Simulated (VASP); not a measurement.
Sn3Bi, 8 atoms in the cell. The typed cell holds 8 atoms: a = 5.307 Å, b = 5.307 Å, c = 7.743 Å, α = 90.00°, β = 90.00°, γ = 91.12°. 

| Quantity | Value |
| --- | --- |
| Program | VASP 6.6.1 |
| Task | single point |
| Functional | PBEsol |
| Potentials or basis | VASP PAW PBE potentials, release 64 (Sn_d, Bi_d) |
| Cutoff | 500 eV |
| k mesh | 6 × 6 × 6 |
| Occupations | gaussian, width 0.15 eV |
| Spin | no spin polarisation |
| Dipole correction | no |
| Further INCAR settings | ALGO = Normal; EDIFF = 1e-06; NBANDS = 67 |

Potentials or basis: VASP PAW PBE potentials, release 64 (Sn_d, Bi_d).

Command:

```sh
$ cat potpaw_PBE.64/Sn_d/POTCAR potpaw_PBE.64/Bi_d/POTCAR > POTCAR
$ mpirun -np 4 vasp_std > vasp.out
```

Hardware: 4 MPI ranks on Intel(R) Xeon(R) Platinum 8375C CPU @ 2.90GHz (Ice Lake), with other jobs on the host.

How long does it take, and how much memory?

Wall time 4.1 min on 4 MPI ranks on Intel(R) Xeon(R) Platinum 8375C CPU @ 2.90GHz (Ice Lake) (shared host), peak memory 1.1 GiB a rank. Counts: scf iterations 14, k points 112.
